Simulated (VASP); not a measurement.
GaN: phonons with r2SCAN

The system is GaN.

```xyz
2
Lattice="2.1999 2.1999 0.0000 -2.1999 2.1999 0.0000 0.0000 2.1999 2.1999" Properties=species:S:1:pos:R:3 pbc="T T T"
Ga    0.0000    0.0000    0.0000
N    -1.0999    3.2998    1.0999
```

| Property | Result |
| --- | --- |
| Program | VASP 6.6.1 |
| Task | phonons |
| Functional | r2SCAN |
| Potentials or basis | VASP PAW PBE potentials, release 64 (Ga_d, N) |
| Cutoff | 520 eV |
| k mesh | 10 × 10 × 10 |
| Occupations | gaussian, width 0.01 eV |
| Spin | no spin polarisation |
| Dipole correction | no |
| Further INCAR settings | ALGO = Normal; EDIFF = 1e-08; NBANDS = 16; IBRION = 6; POTIM = 0.015; NSW = 1 |

The highest phonon frequency at Γ, LO-TO splitting left out is 607 cm⁻¹.

Phonon frequencies in cm⁻¹ (negative: imaginary):
```tsv
q point	frequencies
(0.000, 0.000, 0.000)	-3 -3 -3 607 607 607
```

Wall time 12 min on 1 thread of Intel Xeon 8259CL, on a shared host, peak memory 0.23 GiB.

Caveat: the cell stands under pressure or tension, which shifts response properties.
